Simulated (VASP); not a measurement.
The system is Ir.

```
Ir
1.0
     1.52000    1.52000    1.52000
    -1.52000    1.52000    1.52000
    -1.52000   -1.52000    1.52000
Ir
1
Direct
  0.00000 0.00000 0.00000
```

```yaml
Program: VASP 6.6.1
Task: relaxation of cell and atoms
Functional: r2SCAN
Potentials_or_basis: VASP PAW PBE potentials, release 64 (Ir)
Cutoff: 600 eV
k_mesh: 21 × 21 × 21
Occupations: methfessel-paxton, width 0.1 eV
Spin: no spin polarisation
```

At the start: pressure 20.4 GPa; volume 14.05 Å³/atom.

Question: How do energy, volume and symmetry change on relaxing?

Answer: Over 16 steps the energy falls by 46.3 meV/atom and the volume is 14.81 Å³/atom (+5.5 %); space group Im-3m (No. 229, to 0.05 Å).

The path:
| step | energy change (eV) | largest force (eV/Å) | pressure (GPa) | volume (Å³) |
| --- | --- | --- | --- | --- |
| 1 | 0.0000 | 0.0000 | 20.40 | 14.05 |
| 2 | 0.4330 | 0.0000 | -39.26 | 18.01 |
| 3 | -0.0459 | 0.0000 | -1.64 | 14.89 |
| 4 | -0.0463 | 0.0000 | -0.12 | 14.82 |
| 5 | -0.0463 | 0.0000 | 0.22 | 14.81 |
| 6 | -0.0463 | 0.0000 | 0.23 | 14.81 |
| 7 | -0.0463 | 0.0000 | 0.22 | 14.81 |
| 8 | -0.0463 | 0.0000 | 0.19 | 14.81 |
| 9 | -0.0463 | 0.0000 | 0.19 | 14.81 |
| 10 | -0.0463 | 0.0000 | 0.19 | 14.81 |
| 11 | -0.0463 | 0.0000 | 0.19 | 14.81 |
| 12 | -0.0463 | 0.0000 | 0.19 | 14.81 |
| 13 | -0.0463 | 0.0000 | 0.18 | 14.81 |
| 14 | -0.0463 | 0.0000 | 0.17 | 14.81 |
| 15 | -0.0463 | 0.0000 | 0.16 | 14.81 |
| 16 | -0.0463 | 0.0000 | 0.05 | 14.81 |

Final structure:
```yaml
crystal:
  lattice:
    - [1.54720, 1.54720, 1.54720]
    - [-1.54720, 1.54720, 1.54720]
    - [-1.54720, -1.54720, 1.54720]
  atoms:
    - { symbol: Ir, position: [0.00000, 0.00000, 0.00000] }
```

Caveat: the PAW data sets were made with another functional, which shifts forces and pressure a little.
